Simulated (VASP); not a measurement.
# MnSi (Pm-3m) in VASP: a series of runs, part 2 of 2

VASP 6.6.1. Earlier steps stand in the parts before.

### Step 4. Single point, PBE, collinear spin, ferromagnetic start (volume scaled by 0.98)

Contents of INCAR:

```
  PREC = Accurate
  ENCUT = 520
  EDIFF = 1E-6
  ISMEAR = -1
  SIGMA = 0.05
  LREAL = F
  LASPH = T
  NELM = 150
  ALGO = Normal
  ISIF = 2
  LWAVE = F
  LCHARG = F
  ISPIN = 2
  MAGMOM = 4 0
  LORBIT = 11
  LMAXMIX = 4
  GGA = PE
  NBANDS = 20
```

Contents of KPOINTS:

```
regular mesh
0
Gamma
  9 9 9
```

Contents of POSCAR:

```
MnSi
1.0
    3.0515614362      0.0000000000      0.0000000000
    0.0000000000      3.0515614362      0.0000000000
    0.0000000000      0.0000000000      3.0515614362
Mn Si
1 1
Direct
    0.0000000000      0.0000000000      0.0000000000
    0.5000000000      0.5000000000      0.5000000000
```

The run is started by

```bash
cat potpaw_PBE.64/Mn_pv/POTCAR potpaw_PBE.64/Si/POTCAR > POTCAR
mpirun -np 1 vasp_std > vasp.out
```

It took 12 s on 1 thread of Intel Xeon 6975P-C (Granite Rapids), shared host; peak memory 0.16 GiB.

It converged, with:

* Free energy: -14.2828 eV
* Pressure: -22.9 GPa
* Net moment: 1.85 μB per cell
* Site moments: Mn +2.00; Si -0.11 μB
* Valence electrons inside the program's atomic spheres: Mn 11.65; Si 1.53

Levels at points of the mesh, in eV from the Fermi level:
Spin up:
```csv
k point,band 5,band 6,band 7,band 8,band 9,band 10,band 11,band 12,band 13,band 14
"(0.00, 0.00, 0.00)",-2.81,-2.81,-0.99,-0.99,-0.99,2.56,2.56,2.56,7.47,7.47
```
Spin down:
| k point | band 5 | band 6 | band 7 | band 8 | band 9 | band 10 |
| --- | --- | --- | --- | --- | --- | --- |
| (0.00, 0.00, 0.00) | -1.56 | -1.56 | 0.98 | 0.98 | 0.98 | 2.50 |

### Step 5. Single point, PBE, collinear spin, ferromagnetic start (volume scaled by 1.02)

Contents of INCAR:

```
SYSTEM = MnSi
  PREC = Accurate
  ENCUT = 520
  EDIFF = 1E-6
  ISMEAR = -1
  SIGMA = 0.05
  LREAL = .False.
  LASPH = .True.
  NELM = 150
  ALGO = Normal
  ISIF = 2
  LWAVE = .False.
  LCHARG = .False.
  ISPIN = 2
  MAGMOM = 4 0
  LORBIT = 11
  LMAXMIX = 4
  GGA = PE
  NBANDS = 20
```

Contents of KPOINTS:

```
Automatic mesh
0
Gamma
  9 9 9
  0 0 0
```

Contents of POSCAR:

```
MnSi
1.0
    3.0925268806      0.0000000000      0.0000000000
    0.0000000000      3.0925268806      0.0000000000
    0.0000000000      0.0000000000      3.0925268806
Mn Si
1 1
Direct
    0.0000000000      0.0000000000      0.0000000000
    0.5000000000      0.5000000000      0.5000000000
```

Potentials or basis: VASP PAW PBE potentials, release 64 (Mn_pv, Si).

The run is started by

```bash
cat potpaw_PBE.64/Mn_pv/POTCAR potpaw_PBE.64/Si/POTCAR > POTCAR
mpirun -np 1 vasp_std > vasp.out
```

OUTCAR:

```text
SYSTEM = MnSi
   PREC = Accurate
   ENCUT = 520
   EDIFF = 1E-6
   ISMEAR = -1
   LREAL = .False.
   LASPH = .True.
   NELM = 150
   ISIF = 2
   ISPIN = 2
   LORBIT = 11
   GGA = PE

 ion  position               nearest neighbor table
   1  0.000  0.000  0.000-   2 2.68   2 2.68   2 2.68   2 2.68   2 2.68   2 2.68   2 2.68   2 2.68

   2  0.500  0.500  0.500-   1 2.68   1 2.68   1 2.68   1 2.68   1 2.68   1 2.68   1 2.68   1 2.68

  LATTYP: Found a simple cubic cell.
 ALAT       =     3.0925268806

  Lattice vectors:

 A1 = (   3.0925268806,   0.0000000000,   0.0000000000)
 A2 = (   0.0000000000,   3.0925268806,   0.0000000000)
 A3 = (   0.0000000000,   0.0000000000,   3.0925268806)

Analysis of symmetry for initial positions (statically):
=====================================================================
 Subroutine PRICEL returns:
 Original cell was already a primitive cell.

 Routine SETGRP: Setting up the symmetry group for a
 simple cubic supercell.

 Subroutine GETGRP returns: Found 48 space group operations
[... 9 lines left out ...]

 Routine SETGRP: Setting up the symmetry group for a
 simple cubic supercell.

 Subroutine GETGRP returns: Found 48 space group operations
 (whereof 48 operations were pure point group operations)
 out of a pool of 48 trial point group operations.

The dynamic configuration has the point symmetry O_h .

Analysis of structural, dynamic, and magnetic symmetry:
=====================================================================
 Subroutine PRICEL returns:
 Original cell was already a primitive cell.

 Routine SETGRP: Setting up the symmetry group for a
 simple cubic supercell.

 Subroutine GETGRP returns: Found 48 space group operations
 (whereof 48 operations were pure point group operations)
 out of a pool of 48 trial point group operations.

The overall configuration has the point symmetry O_h .

 Subroutine INISYM returns: Found 48 space group operations
[... 5 lines left out ...]
                                     Primitive cell

[... 122 lines left out ...]
  energy-cutoff  :      520.00
  volume of cell :       29.58
 maximum number of plane-waves:       812
 NGX is ok and might be reduce to    24
   NGX = 11   NGY = 11   NGZ = 11

 number of electron      16.9999981 magnetization       2.5800121

 Free energy of the ion-electron system (eV)
  ---------------------------------------------------
  ext. energy  EPLUGINS =         0.00000000
  ---------------------------------------------------
  free energy    TOTEN  =       -14.15659865 eV

  energy without entropy =      -14.13982805  energy(sigma->0) =      -14.14821335

 E-fermi :   8.4985     XC(G=0): -11.6010

 val. band max:        8.4791039319   @ k =   0.4444   0.2222   0.2222
 cond. band min:       8.5164621878   @ k =   0.1111   0.1111   0.1111
 fundamental gap:      0.0373582559
 Fermi energy:         8.4985051044

 spin component 1

 k-point     1 :       0.0000    0.0000    0.0000
  band No.  band energies     occupation
      1     -40.6398      1.00000
      2     -40.6398      1.00000
      3     -40.6398      1.00000
      4      -3.0670      1.00000
      5       5.4823      1.00000
      6       5.4823      1.00000
[... 541 lines left out ...]
     19      25.2988      0.00000
     20      26.5678      0.00000

 [... further k-points ...]

 spin component 2

 k-point     1 :       0.0000    0.0000    0.0000
  band No.  band energies     occupation
      1     -37.7890      1.00000
      2     -37.7890      1.00000
      3     -37.7890      1.00000
      4      -3.0790      1.00000
      5       7.2914      1.00000
      6       7.2914      1.00000
[... 541 lines left out ...]
     19      26.0077      0.00000
     20      26.4421      0.00000

 [... further k-points ...]
[... 5 lines left out ...]
  --------------------------------------------------------------------------------------
  -------------------------------------------------------------------------------------
  Total       -3.4134329     -3.4134329     -3.4134329      0.0000000      0.0000000      0.0000000
  in kB     -184.9104701   -184.9104701   -184.9104701      0.0000000      0.0000000      0.0000000
  external PRESSURE =    -184.9104701 kB  Pullay stress =       0.0000000 kB

 VOLUME and BASIS-vectors are now :
 -----------------------------------------------------------------------------
  energy-cutoff  :      520.00
  volume of cell :       29.58
      direct lattice vectors                 reciprocal lattice vectors
     3.092526881  0.000000000  0.000000000     0.323360164  0.000000000  0.000000000
     0.000000000  3.092526881  0.000000000     0.000000000  0.323360164  0.000000000
     0.000000000  0.000000000  3.092526881     0.000000000  0.000000000  0.323360164

 POSITION                                       TOTAL-FORCE (eV/Angst)
 -----------------------------------------------------------------------------------
      0.00000      0.00000      0.00000         0.000000      0.000000      0.000000
      1.54626      1.54626      1.54626         0.000000      0.000000      0.000000
 -----------------------------------------------------------------------------------
    total drift:                                0.000000      0.000000      0.000000

  FREE ENERGIE OF THE ION-ELECTRON SYSTEM (eV)
  ---------------------------------------------------
  free  energy   TOTEN  =       -14.1565986516 eV

  energy  without entropy=      -14.1398280525  energy(sigma->0) =      -14.14821335

 total charge

# of ion       s       p       d       tot
------------------------------------------
    1        0.270   6.211   5.109  11.590
    2        0.773   0.760   0.000   1.532
--------------------------------------------------
tot          1.043   6.971   5.109  13.123

 magnetization (x)

# of ion       s       p       d       tot
------------------------------------------
    1        0.009   0.018   2.667   2.693
    2       -0.022  -0.084   0.000  -0.106
--------------------------------------------------
tot         -0.013  -0.066   2.667   2.587
```

OSZICAR:

```text
N       E                     dE             d eps       ncg     rms          rms(c)
DAV:   1     0.123326356859E+03    0.12333E+03   -0.88997E+03  2816   0.890E+02
DAV:   2    -0.110066054099E+02   -0.13433E+03   -0.12726E+03  2848   0.259E+02
DAV:   3    -0.155870438830E+02   -0.45804E+01   -0.45124E+01  3300   0.519E+01
DAV:   4    -0.156323265385E+02   -0.45283E-01   -0.45259E-01  3104   0.513E+00
DAV:   5    -0.156329792072E+02   -0.65267E-03   -0.65266E-03  3152   0.617E-01    0.147E+01
DAV:   6    -0.175488059866E+02   -0.19158E+01   -0.16962E+01  2960   0.456E+01    0.190E+01
DAV:   7    -0.141434429221E+02    0.34054E+01   -0.57945E+00  2944   0.310E+01    0.316E+00
DAV:   8    -0.141517507682E+02   -0.83078E-02   -0.14598E-01  3028   0.269E+00    0.147E+00
DAV:   9    -0.141545392635E+02   -0.27885E-02   -0.15065E-02  3092   0.902E-01    0.977E-01
DAV:  10    -0.141565270863E+02   -0.19878E-02   -0.40900E-03  3404   0.501E-01    0.430E-01
DAV:  11    -0.141565346516E+02   -0.75653E-05   -0.86206E-04  3020   0.234E-01    0.189E-01
DAV:  12    -0.141565792573E+02   -0.44606E-04   -0.28189E-04  3112   0.149E-01    0.610E-02
DAV:  13    -0.141565985417E+02   -0.19284E-04   -0.17404E-05  3048   0.401E-02    0.249E-02
DAV:  14    -0.141565996503E+02   -0.11086E-05   -0.21538E-06  2652   0.140E-02    0.863E-03
DAV:  15    -0.141565986516E+02    0.99861E-06   -0.10363E-06  2104   0.821E-03
   1 F= -.14156599E+02 E0= -.14148213E+02  d E =-.167706E-01  mag=     2.5800
```

stdout:

```text
POSCAR found type information on POSCAR MnSi
 POSCAR found :  2 types and       2 ions
 scaLAPACK will be used
 LDA part: xc-table for (Slater+PW92), standard interpolation
 POSCAR, INCAR and KPOINTS ok, starting setup
 FFT: planning ... GRIDC
 FFT: planning ... GRID_SOFT
 FFT: planning ... GRID
 WAVECAR not read
 entering main loop
```

Wall time 11 s (1 thread of Intel Xeon 6975P-C (Granite Rapids), shared host); peak memory 0.16 GiB.

Results:

* Free energy: -14.1566 eV
* Pressure: -18.5 GPa
* Net moment: 2.58 μB per cell
* Site moments: Mn +2.69; Si -0.11 μB
* Valence electrons inside the program's atomic spheres: Mn 11.59; Si 1.53

### Step 6. Summary

| cell | gap on the mesh (eV) | pressure (GPa) | moment (μB) |
| --- | --- | --- | --- |
| a = 3.009 Å, 2 atoms | none | -27.7 | 0.88 |
| a = 3.031 Å, 2 atoms | none | -29.0 | 0.91 |
| a = 3.052 Å, 2 atoms | none | -22.9 | 1.85 |
| a = 3.093 Å, 2 atoms | none | -18.5 | 2.58 |

Alike in all rows: task single point; level PBE; potentials or basis VASP PAW PBE potentials, release 64 (Mn_pv, Si); spin collinear, ferromagnetic start; k mesh 9 × 9 × 9; cutoff (eV) 520; smearing fermi-dirac 0.05 eV.

Caveats: the moment fell far below its start of 4 μB, so a state of higher moment may lie lower in energy (some runs).

Absolute energies hang on the potentials; compare differences alone.
